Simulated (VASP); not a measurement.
Here is a VASP 6.6.1 calculation.

File INCAR:

```
  ALGO = Normal
  EDIFF = 1E-6
  ENCUT = 520
  ISIF = 2
  ISMEAR = -1
  LASPH = T
  LCHARG = T
  LELF = T
  LREAL = F
  LVHAR = T
  LWAVE = F
  NBANDS = 10
  NELM = 100
  PREC = Accurate
  SIGMA = 0.05
```

The input KPOINTS:

```
k-points
0
Gamma
  21 21 21
```

POSCAR

```
Os
1.0
    0.0000000000      1.9075317738      1.9075317738
    1.9075317738      0.0000000000      1.9075317738
    1.9075317738      1.9075317738      0.0000000000
Os
1
Direct
    0.0000000000      0.0000000000      0.0000000000
```

Potentials or basis: VASP PAW LDA potentials, release 64 (Os).

The run is started by

```console
$ cat potpaw_LDA.64/Os/POTCAR > POTCAR
$ mpirun -np 1 vasp_std > vasp.out
```

**Question.** Predict the pressure.

**Answer.** -3.3 GPa.

**Question.** What does it give for the band gap on the k mesh?

**Answer.** Zero (bands 4 and 5 overlap by 4.15 eV).

Caveat: the cell stands under tension; spin-orbit coupling is left out, which moves the levels of the heavy elements.
